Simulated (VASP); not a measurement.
**Sb: single point with PBE**

Sb:

```xyz
1
Lattice="0.0000 2.3943 2.3943 2.3943 0.0000 2.3943 2.3943 2.3943 0.0000" Properties=species:S:1:pos:R:3 pbc="T T T"
Sb    0.0000    0.0000    0.0000
```

| Quantity | Value |
| --- | --- |
| Program | VASP 6.6.1 |
| Task | single point |
| Functional | PBE |
| Potentials or basis | VASP PAW PBE potentials, release 64 (Sb) |
| Cutoff | 520 eV |
| k mesh | 6 × 6 × 6 |
| Occupations | gaussian, width 0.1 eV |
| Spin | no spin polarisation |
| Dipole correction | no |
| Further INCAR settings | ALGO = Normal; EDIFF = 1e-07; NBANDS = 8 |

| Property | Result |
| --- | --- |
| Pressure | 0.0 GPa |

Levels at points of the mesh, in eV from the Fermi level:
| k point | band 1 | band 2 | band 3 | band 4 | band 5 |
| --- | --- | --- | --- | --- | --- |
| (0.00, 0.00, 0.00) | -13.00 | 4.95 | 4.95 | 4.95 | 9.67 |
| (0.50, 0.00, 0.00) | -9.36 | -5.92 | 3.31 | 3.31 | 7.82 |
| (0.50, 0.50, 0.00) | -7.79 | -5.04 | 0.15 | 0.15 | 3.91 |

Wall time 7.9 s on 1 thread of AMD EPYC 7R43 64-Core Processor (Zen 3), on a shared host, peak memory 0.12 GiB.

Caveat: the k points lie up to 0.38 Å⁻¹ apart; spin-orbit coupling is left out, which moves the levels of the heavy elements.
